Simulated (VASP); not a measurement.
Set up this calculation in VASP 6.6.1, as the native input.

```
Task                   : single point
Functional             : PBE
Potentials or basis    : VASP PAW PBE potentials, release 64 (Zr_sv, B)
Cutoff                 : 520 eV
k mesh                 : 10 × 10 × 10
Occupations            : fermi-dirac, width 0.05 eV
Spin                   : no spin polarisation
Dipole correction      : no
Further INCAR settings : ALGO = Normal; EDIFF = 1e-07; NBANDS = 14
```

The structure of ZrB lies in POSCAR:

```
ZrB
1.0
    0.0000000000      2.3093955030      2.3093955030
    2.3093955030      0.0000000000      2.3093955030
    2.3093955030      2.3093955030      0.0000000000
Zr B
1 1
Direct
    0.0000000000      0.0000000000      0.0000000000
    0.5000000000      0.5000000000      0.5000000000
```

One way to write it, as run:

INCAR

```
SYSTEM = ZrB
PREC     = Accurate       ! precision mode
ENCUT    = 520            ! plane-wave cutoff, eV
EDIFF    = 1E-7           ! SCF threshold, eV
ISMEAR   = -1             ! smearing method
SIGMA    = 0.05           ! smearing width, eV
LREAL    = .FALSE.        ! projectors in reciprocal space
LASPH    = .TRUE.         ! aspherical terms in the spheres
NELM     = 60             ! most SCF steps
ALGO     = Normal         ! electronic algorithm
ISIF     = 2              ! what is computed and relaxed
LWAVE    = .FALSE.        ! write WAVECAR
LCHARG   = .TRUE.         ! write CHGCAR
GGA      = PE             ! functional
LELF     = .TRUE.         ! ELF
LVHAR    = .TRUE.       
NBANDS   = 14             ! bands
```

KPOINTS

```
regular mesh
0
G
  10 10 10
  0 0 0
```

Potentials or basis: VASP PAW PBE potentials, release 64 (Zr_sv, B).

Run with:

```sh
$ cat potpaw_PBE.64/Zr_sv/POTCAR potpaw_PBE.64/B/POTCAR > POTCAR
$ mpirun -np 1 vasp_std > vasp.out
```

It gave:

The pressure is 40.7 GPa. The band gap on the k mesh is zero (an odd number of electrons rules out a gap without spin polarisation).

Caveat: the cell stands under pressure.

It took 13 s on 1 thread of Intel Xeon 8259CL, on a shared host, peak memory 0.15 GiB.
